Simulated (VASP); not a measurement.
MnF2, 6 atoms in the cell. Symmetry: P4_2/mnm, No. 136, tetragonal system. The conventional cell has a = 4.851 Å, b = 4.851 Å, c = 3.304 Å, α = 90.00°, β = 90.00°, γ = 90.00°. Within 2.8 Å of F (site symmetry m2m) lie 3 Mn at 2.09 to 2.13 Å and 1 F at 2.68 Å. Within 2.8 Å of Mn (site symmetry mmm) lie 6 F at 2.09 to 2.13 Å. 

* Program: VASP 6.6.1
* Task: single point
* Functional: r2SCAN
* Potentials or basis: VASP PAW PBE potentials, release 64 (F, Mn_pv)
* Cutoff: 520 eV
* k mesh: 4 × 4 × 6
* Occupations: fermi-dirac, width 0.03 eV
* Spin: collinear spin, ferromagnetic start
* Starting moments: [0.0, 0.0, 0.0, 0.0, 4.5, 4.5] μB
* Dipole correction: no
* Further INCAR settings: ALGO = Normal; EDIFF = 1e-07; NBANDS = 40

Potentials or basis: VASP PAW PBE potentials, release 64 (F, Mn_pv).

The run is started by

```console
$ cat potpaw_PBE.64/F/POTCAR potpaw_PBE.64/Mn_pv/POTCAR > POTCAR
$ cp INCAR.step1 INCAR
$ mpirun -np 1 vasp_std > vasp.out
$ cp INCAR.step2 INCAR
$ mpirun -np 1 vasp_std > vasp.out
```

Hardware: 1 thread of Intel(R) Xeon(R) 6975P-C (Granite Rapids), on a shared host.

Task: Estimate the wall time of this run.

Result: Run time: 3.2 min on 1 thread of Intel(R) Xeon(R) 6975P-C (Granite Rapids), with other jobs on the host, peak memory 0.28 GiB. Counts: k points 24.
